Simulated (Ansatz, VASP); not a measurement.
LiCl: VASP beside Ansatz

INCAR

```
ALGO = Normal ; EDIFF = 1E-7
ENCUT = 520 ; GGA = PE
ISIF = 2 ; ISMEAR = -1
LASPH = True ; LCHARG = False
LREAL = False ; LWAVE = False
NBANDS = 12 ; NELM = 60
PREC = Accurate ; SIGMA = 0.03
```

The input KPOINTS:

```
k-points
0
Gamma
  9 9 9
```

POSCAR

```
LiCl
1.0
    0.0000000000      2.5128486508      2.5128486508
    2.5128486508      0.0000000000      2.5128486508
    2.5128486508      2.5128486508      0.0000000000
Li Cl
1 1
Direct
    0.0000000000      0.0000000000      0.0000000000
    0.5000000000      0.5000000000      0.5000000000
```

Input for Ansatz:

```yaml
crystal:
  lattice:
    - [0.0, 2.5128486508, 2.5128486508]
    - [2.5128486508, 0.0, 2.5128486508]
    - [2.5128486508, 2.5128486508, 0.0]
  atoms:
    - { symbol: Li, position: [0.0, 0.0, 0.0] }
    - { symbol: Cl, position: [0.5, 0.5, 0.5] }
kpoints:
  mp_grid: { grid: [9, 9, 9] }
scf:
  occupations: { method: fermi_dirac, width: 0.03 }
hamiltonian:
  xc: pbe
  pseudopotentials: { kind: all_electron, lapw: { basis_error: 0.00025 } }
output:
  forces: true
  stress: true
  eigenvalues: true
```

Change from the starting cell: volume scaled by 0.9405.

Alike in both runs: task single point; functional PBE; k mesh 9 × 9 × 9; occupations fermi-dirac, width 0.03 eV; no spin polarisation.

|  | VASP | Ansatz |
| --- | --- | --- |
| version | VASP 6.6.1 | Ansatz 0.2.0 |
| potentials or method | VASP PAW PBE potentials, release 64 (Li_sv, Cl), cutoff 520 eV | all-electron LAPW, scalar-relativistic |

```csv
,VASP,Ansatz,Ansatz less VASP
gap on the k mesh at the Fermi level (eV),6.71,6.69,-0.017
```

Ansatz ran all-electron here, and VASP with PAW potentials.

Noted on VASP's run: the cutoff is short for stress, so the pressure is rough.
